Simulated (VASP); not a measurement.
# Rb (Im-3m) in VASP: notebook

The runs below take Rb through single point, with LDA.

Program: VASP 6.6.1. These are calculated values, not measurements. Logs are shortened: lines on timing, memory, paths and dates and some standing lists are left out, and cuts for length are marked.

## (1) The cell of the first run

It takes space group Im-3m (No. 229, cubic). Conventional cell: a = 5.381 Å, b = 5.381 Å, c = 5.381 Å, α = 90.00°, β = 90.00°, γ = 90.00°.

## (2) Single point, LDA

INCAR reads:

```
ALGO     = Fast           # electronic algorithm
EDIFF    = 1E-6           # SCF threshold, eV
ENCUT    = 520            # plane-wave cutoff, eV
ISIF     = 2              # what is computed and relaxed
ISMEAR   = 0              # smearing method
LASPH    = T              # aspherical terms in the spheres
LCHARG   = F              # write CHGCAR
LREAL    = F              # projectors in reciprocal space
LWAVE    = F              # write WAVECAR
NBANDS   = 10             # bands
NELM     = 60             # most SCF steps
PREC     = Accurate       # precision mode
SIGMA    = 0.1            # smearing width, eV
```

KPOINTS reads:

```
k-points
0
Gamma
  12 12 12
```

POSCAR reads:

```
Rb
1.0
   -2.6904505383      2.6904505383      2.6904505383
    2.6904505383     -2.6904505383      2.6904505383
    2.6904505383      2.6904505383     -2.6904505383
Rb
1
Direct
    0.0000000000      0.0000000000      0.0000000000
```

Potentials or basis: VASP PAW LDA potentials, release 64 (Rb_sv).

The run is started by

```
> cat potpaw_LDA.64/Rb_sv/POTCAR > POTCAR
> mpirun -np 1 vasp_std > vasp.out
```

OUTCAR:

```text
EDIFF = 1E-6
   ENCUT = 520
   ISIF = 2
   ISMEAR = 0
   LASPH = T
   LREAL = F
   NELM = 60
   PREC = Accurate

 ion  position               nearest neighbor table
   1  0.000  0.000  0.000-

  LATTYP: Found a body centered cubic cell.
 ALAT       =     5.3809010766

  Lattice vectors:

 A1 = (  -2.6904505383,   2.6904505383,   2.6904505383)
 A2 = (   2.6904505383,  -2.6904505383,   2.6904505383)
 A3 = (   2.6904505383,   2.6904505383,  -2.6904505383)

Analysis of symmetry for initial positions (statically):
=====================================================================
 Subroutine PRICEL returns:
 Original cell was already a primitive cell.

 Routine SETGRP: Setting up the symmetry group for a
 body centered cubic supercell.

 Subroutine GETGRP returns: Found 48 space group operations
 (whereof 48 operations were pure point group operations)
 out of a pool of 48 trial point group operations.

The static configuration has the point symmetry O_h .

Analysis of symmetry for dynamics (positions and initial velocities):
=====================================================================
 Subroutine PRICEL returns:
 Original cell was already a primitive cell.

 Routine SETGRP: Setting up the symmetry group for a
 body centered cubic supercell.

 Subroutine GETGRP returns: Found 48 space group operations
 (whereof 48 operations were pure point group operations)
 out of a pool of 48 trial point group operations.

The dynamic configuration has the point symmetry O_h .

 Subroutine INISYM returns: Found 48 space group operations
 (whereof 48 operations are pure point group operations),
 and found     1 'primitive' translations

----------------------------------------------------------------------------------------

                                     Primitive cell

  volume of cell :      77.8996

  direct lattice vectors                    reciprocal lattice vectors
    -2.690450538  2.690450538  2.690450538     0.000000000  0.185842480  0.185842480
     2.690450538 -2.690450538  2.690450538     0.185842480  0.000000000  0.185842480
     2.690450538  2.690450538 -2.690450538     0.185842480  0.185842480  0.000000000

  length of vectors
     4.659997028  4.659997028  4.659997028     0.262820955  0.262820955  0.262820955

  position of ions in fractional coordinates (direct lattice)
     0.000000000  0.000000000  0.000000000

  ion indices of the primitive-cell ions
   primitive index   ion index
                 1           1

----------------------------------------------------------------------------------------

 KPOINTS: k-points

Automatic generation of k-mesh.
 Grid dimensions read from file:
 generate k-points for:   12   12   12

 Generating k-lattice:

  Cartesian coordinates                     Fractional coordinates (reciprocal lattice)
     0.000000000  0.015486873  0.015486873     0.083333333  0.000000000  0.000000000
     0.015486873  0.000000000  0.015486873     0.000000000  0.083333333  0.000000000
     0.015486873  0.015486873  0.000000000     0.000000000  0.000000000  0.083333333

  Length of vectors
     0.021901746  0.021901746  0.021901746

  Shift w.r.t. Gamma in fractional coordinates (k-lattice)
     0.000000000  0.000000000  0.000000000

 Subroutine IBZKPT returns following result:
 ===========================================

 Found     72 irreducible k-points:

 Following reciprocal coordinates:
            Coordinates               Weight
  0.000000  0.000000  0.000000      1.000000
  0.083333  0.000000  0.000000     12.000000
  0.166667  0.000000  0.000000     12.000000
  0.250000  0.000000  0.000000     12.000000
  0.333333  0.000000  0.000000     12.000000
  0.416667  0.000000  0.000000     12.000000
[... 16 lines left out ...]
  0.333333  0.083333  0.083333     24.000000
  0.416667  0.083333  0.083333     12.000000
 [... further k-points ...]
   k-points           NKPTS =     72   k-points in BZ     NKDIM =     72   number of bands    NBANDS=     10
   number of dos      NEDOS =    301   number of ions     NIONS =      1
   total plane-waves  NPLWV =  46656
   dimension x,y,z NGX =    36 NGY =   36 NGZ =   36
   dimension x,y,z NGXF=    72 NGYF=   72 NGZF=   72
   ions per type =               1
   NGX,Y,Z   is equivalent  to a cutoff of  12.84, 12.84, 12.84 a.u.
   NGXF,Y,Z  is equivalent  to a cutoff of  25.69, 25.69, 25.69 a.u.
 SYSTEM =  unknown system
   PREC   = accura    normal or accurate (medium, high low for compatibility)
   ISTART =      0    job   : 0-new  1-cont  2-samecut
   ICHARG =      2    charge: 1-file 2-atom 10-const
   ISPIN  =      1    spin polarized calculation?
   LNONCOLLINEAR =      F non collinear calculations
   LSORBIT =      F    spin-orbit coupling
   LASPH  =      T    aspherical Exc in radial PAW
   ENCUT  =  520.0 eV  38.22 Ry    6.18 a.u.   8.66  8.66  8.66*2*pi/ulx,y,z
   NELM   =     60;   NELMIN=  2; NELMDL= -5     # of ELM steps
   EDIFF  = 0.1E-05   stopping-criterion for ELM
   LREAL  =      F    real-space projection
   EDIFFG = 0.1E-04   stopping-criterion for IOM
   NSW    =      0    number of steps for IOM
   IBRION =     -1    ionic relax: 0-MD 1-quasi-New 2-CG
   NFREE  =      0    steps in history (QN), initial steepest desc. (CG)
   ISIF   =      2    stress and relaxation
   ISYM   =      2    0-nonsym 1-usesym 2-fastsym
   POTIM  = 0.5000    time-step for ionic-motion
   TEBEG  =    0.0;   TEEND  =   0.0 temperature during run
   PSTRESS=    0.0 pullay stress
   NELECT =       9.0000    total number of electrons
   NUPDOWN=      -1.0000    fix difference up-down
   EMIN   =  10.00;   EMAX   =-10.00  energy-range for DOS
   EFERMI =   0.00;   METHOD = LEGACY
   ISMEAR =     0;   SIGMA  =   0.10  broadening in eV -4-tet -1-fermi 0-gaus
   EFERMI_NEDOS =   21; number of points for ismear=-14 and -15
   IALGO  =     68    algorithm
   IMIX   =      4    mixing-type and parameters
     AMIX     =   0.40;   BMIX     =  1.00
     AMIX_MAG =   1.60;   BMIX_MAG =  1.00
  volume/ion in A,a.u.               =      77.90       525.69
  Fermi-wavevector in a.u.,A,eV,Ry     =   0.797341  1.506756  8.649936  0.635752
  Thomas-Fermi vector in A             =   1.904039
   LORBIT       =      0    0 simple, 1 ext, 2 COOP (PROOUT), +10 PAW based schemes
   GGA     = CA    functional components
   LHFCALC =     F    Hartree Fock is set to
   AEXX    =    0.0000 exact exchange contribution
   IVDW    =     0    specifies the selected vdW correction
   LEPSILON=     F    determine dielectric tensor
   LRPA    =     F    only Hartree local field effects (RPA)
 non-spin polarized calculation
 RMM-DIIS sequential band-by-band and
 Gauss-broadening in eV      SIGMA  =   0.10
  energy-cutoff  :      520.00
  volume of cell :       77.90
 maximum number of plane-waves:      2123
   NGX = 17   NGY = 17   NGZ = 17

 number of electron       9.0000000 magnetization

 Free energy of the ion-electron system (eV)
  ---------------------------------------------------
  ext. energy  EPLUGINS =         0.00000000
  ---------------------------------------------------
  free energy    TOTEN  =        -1.06077518 eV

  energy without entropy =       -1.05509989  energy(sigma->0) =       -1.05793754

 E-fermi :   0.1472     XC(G=0):  -6.0891

 val. band max:        0.1458657891   @ k =   0.2500   0.2500   0.0000
 cond. band min:       0.1789392849   @ k =   0.3333   0.1667   0.0000
 fundamental gap:      0.0330734958
 Fermi energy:         0.1471669835

 k-point     1 :       0.0000    0.0000    0.0000
  band No.  band energies     occupation
      1     -28.5681      2.00000
      2     -12.6473      2.00000
      3     -12.6473      2.00000
      4     -12.6473      2.00000
      5      -2.0464      2.00000
      6       3.8666      0.00000
      7       3.8666      0.00000
      8       3.8666      0.00000
      9       4.9614      0.00000
     10       4.9614      0.00000

 k-point     2 :       0.0833    0.0000    0.0000
  band No.  band energies     occupation
      1     -28.5675      2.00000
      2     -12.6590      2.00000
      3     -12.6510      2.00000
      4     -12.6473      2.00000
      5      -1.9506      2.00000
      6       3.7447      0.00000
      7       3.7476      0.00000
      8       3.9585      0.00000
      9       4.7691      0.00000
     10       4.9321      0.00000

 k-point     3 :       0.1667    0.0000    0.0000
  band No.  band energies     occupation
      1     -28.5659      2.00000
      2     -12.6906      2.00000
      3     -12.6611      2.00000
      4     -12.6474      2.00000
      5      -1.6712      2.00000
      6       3.2964      0.00000
      7       3.4647      0.00000
      8       4.2311      0.00000
      9       4.6627      0.00000
     10       4.8896      0.00000

 k-point     4 :       0.2500    0.0000    0.0000
  band No.  band energies     occupation
      1     -28.5636      2.00000
      2     -12.7329      2.00000
      3     -12.6748      2.00000
      4     -12.6476      2.00000
      5      -1.2320      2.00000
      6       2.6724      0.00000
      7       3.1600      0.00000
      8       4.6755      0.00000
      9       4.7577      0.00000
     10       4.9094      0.00000
[... 222 lines left out ...]
 k-point    22 :       0.2500    0.0833    0.0833
  band No.  band energies     occupation
      1     -28.5609      2.00000
      2     -12.7757      2.00000
      3     -12.6888      2.00000
      4     -12.6576      2.00000
      5      -0.5072      2.00000
      6       2.0618      0.00000
      7       2.5990      0.00000
      8       4.8881      0.00000
      9       5.2021      0.00000
     10       5.2637      0.00000

 k-point    23 :       0.3333    0.0833    0.0833
  band No.  band energies     occupation
      1     -28.5594      2.00000
      2     -12.7962      2.00000
      3     -12.7034      2.00000
      4     -12.6583      2.00000
      5       0.1014      1.48283
      6       1.5266      0.00000
      7       2.4620      0.00000
      8       4.6588      0.00000
      9       5.4825      0.00000
     10       5.5639      0.00000

 k-point    24 :       0.4167    0.0833    0.0833
  band No.  band energies     occupation
      1     -28.5589      2.00000
      2     -12.8034      2.00000
      3     -12.7089      2.00000
      4     -12.6586      2.00000
      5       0.5154      0.00000
      6       1.1544      0.00000
      7       2.4160      0.00000
      8       4.5151      0.00000
      9       5.6447      0.00000
     10       5.7419      0.00000

 [... further k-points ...]

------------------------ aborting loop because EDIFF is reached ----------------------------------------

  FORCE on cell =-STRESS in cart. coord.  units (eV):
  Direction    XX          YY          ZZ          XY          YZ          ZX
  --------------------------------------------------------------------------------------
  -------------------------------------------------------------------------------------
  Total       -0.0034178     -0.0034178     -0.0034178     -0.0000000     -0.0000000      0.0000000
  in kB       -0.0702938     -0.0702938     -0.0702938     -0.0000000     -0.0000000      0.0000000
  external PRESSURE =      -0.0702938 kB  Pullay stress =       0.0000000 kB

 VOLUME and BASIS-vectors are now :
 -----------------------------------------------------------------------------
  energy-cutoff  :      520.00
  volume of cell :       77.90
      direct lattice vectors                 reciprocal lattice vectors
    -2.690450538  2.690450538  2.690450538     0.000000000  0.185842480  0.185842480
     2.690450538 -2.690450538  2.690450538     0.185842480  0.000000000  0.185842480
     2.690450538  2.690450538 -2.690450538     0.185842480  0.185842480  0.000000000

 POSITION                                       TOTAL-FORCE (eV/Angst)
 -----------------------------------------------------------------------------------
      0.00000      0.00000      0.00000         0.000000      0.000000      0.000000
 -----------------------------------------------------------------------------------
    total drift:                               -0.000000      0.000000      0.000000

  FREE ENERGIE OF THE ION-ELECTRON SYSTEM (eV)
  ---------------------------------------------------
  free  energy   TOTEN  =        -1.0607751823 eV

  energy  without entropy=       -1.0550998950  energy(sigma->0) =       -1.05793754
```

Run time: 34 s. Hardware: 1 thread of Intel Xeon Platinum 8488C (Sapphire Rapids), shared host; peak memory 0.19 GiB.

What came out:

- Free energy: -1.0608 eV
- Pressure: 0.0 GPa
- Band gap on the k mesh: zero (an odd number of electrons rules out a gap without spin polarisation)

Levels at points of the mesh, in eV from the Fermi level:
```tsv
k point	band 1	band 2	band 3	band 4	band 5	band 6	band 7	band 8
(0.00, 0.00, 0.00)	-28.72	-12.79	-12.79	-12.79	-2.19	3.72	3.72	3.72
(0.50, 0.00, 0.00)	-28.71	-12.96	-12.85	-12.80	0.16	0.97	2.55	4.49
(0.50, 0.50, 0.50)	-28.70	-12.91	-12.91	-12.91	1.16	1.16	3.68	3.68
```

## (3) Single point, LDA (80.24 Å³/atom)

This run uses another cell than the first one, of 80.24 Å³/atom.

INCAR reads:

```
SYSTEM = Rb
ALGO     = Normal         ! electronic algorithm
EDIFF    = 1E-6           ! SCF threshold, eV
ENCUT    = 520            ! plane-wave cutoff, eV
GGA      = CA             ! functional
ISIF     = 2              ! what is computed and relaxed
ISMEAR   = 0              ! smearing method
LASPH    = .TRUE.         ! aspherical terms in the spheres
LCHARG   = .FALSE.        ! write CHGCAR
LREAL    = .FALSE.        ! projectors in reciprocal space
LWAVE    = .FALSE.        ! write WAVECAR
NBANDS   = 10             ! bands
NELM     = 60             ! most SCF steps
PREC     = Accurate       ! precision mode
SIGMA    = 0.1            ! smearing width, eV
```

KPOINTS reads:

```
k-points
0
G
  12 12 12
  0 0 0
```

POSCAR reads:

```
Rb
1.0
   -2.7170903950      2.7170903950      2.7170903950
    2.7170903950     -2.7170903950      2.7170903950
    2.7170903950      2.7170903950     -2.7170903950
Rb
1
Direct
    0.0000000000      0.0000000000      0.0000000000
```

Potentials or basis: VASP PAW LDA potentials, release 64 (Rb_sv).

The run is started by

```
> cat potpaw_LDA.64/Rb_sv/POTCAR > POTCAR
> mpirun -np 1 vasp_std > vasp.out
```

Wall time 36 s (1 thread of Intel Xeon Platinum 8488C (Sapphire Rapids), shared host); peak memory 0.2 GiB.

Results (log left out):

```yaml
Free_energy: -1.0600 eV
Pressure: -0.1 GPa
Band_gap_on_the_k_mesh: zero (an odd number of electrons rules out a gap without spin polarisation)
```

Levels at points of the mesh, in eV from the Fermi level:
```
           k point  band 2  band 3  band 4  band 5  band 6  band 7
(0.00, 0.00, 0.00)  -12.81  -12.81  -12.81   -2.15    3.70    3.70
(0.50, 0.00, 0.00)  -12.96  -12.86  -12.81    0.18    0.95    2.55
(0.50, 0.50, 0.50)  -12.92  -12.92  -12.92    1.19    1.19    3.59
```

[end of part 1 of 2]
